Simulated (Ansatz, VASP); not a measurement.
## Al5InSb6: VASP beside Ansatz

```
CELL_PARAMETERS angstrom
4.43487 0.01433 -0.02656
0.01433 4.46405 -0.02954
-0.11254 -0.12516 18.86784
ATOMIC_POSITIONS crystal
Al 0.00012 0.00285 0.83231
Al 0.49624 0.50760 0.66234
Al 0.99695 0.00980 0.49557
Al 0.50103 0.50826 0.33731
Al 0.99500 0.98710 0.17368
In 0.49914 0.51404 0.99728
Sb 0.49678 0.98059 0.73950
Sb 0.99764 0.48850 0.58220
Sb 0.51963 0.99239 0.41672
Sb 0.98890 0.49805 0.25899
Sb 0.51729 0.99669 0.09493
Sb 0.99129 0.51414 0.90916
```

Change from the starting cell: cell x1, atoms moved at random (sigma 0.05 Å) and cell strained at random (1.5 %), then relaxed without symmetry.

Alike in both runs: task relaxation of cell and atoms; functional PBE; k mesh 4 × 4 × 1; occupations gaussian, width 0.1 eV; no spin polarisation.

```csv
,VASP,Ansatz
version,VASP 6.6.1,Ansatz 0.2.0
potentials or method,"VASP PAW PBE potentials, release 64 (Al, In_d, Sb), cutoff 600 eV","scalar-relativistic, plane waves, PAW"
valence electrons in the cell,58,118
```

```tsv
	VASP	Ansatz	Ansatz less VASP
gap on the k mesh at the Fermi level, each at its own relaxed structure (eV)	0.88	0.89	+0.010
relaxed volume (Å³/atom)	31.22	31.14	-0.082
relaxed cell length with the largest relative difference (Å)	4.478	4.474	-0.0041
```

VASP's potentials hold 58 valence electrons a cell and Ansatz's 118, so a difference there can come from the potentials and not from the codes.

Neither program's run includes spin-orbit coupling.
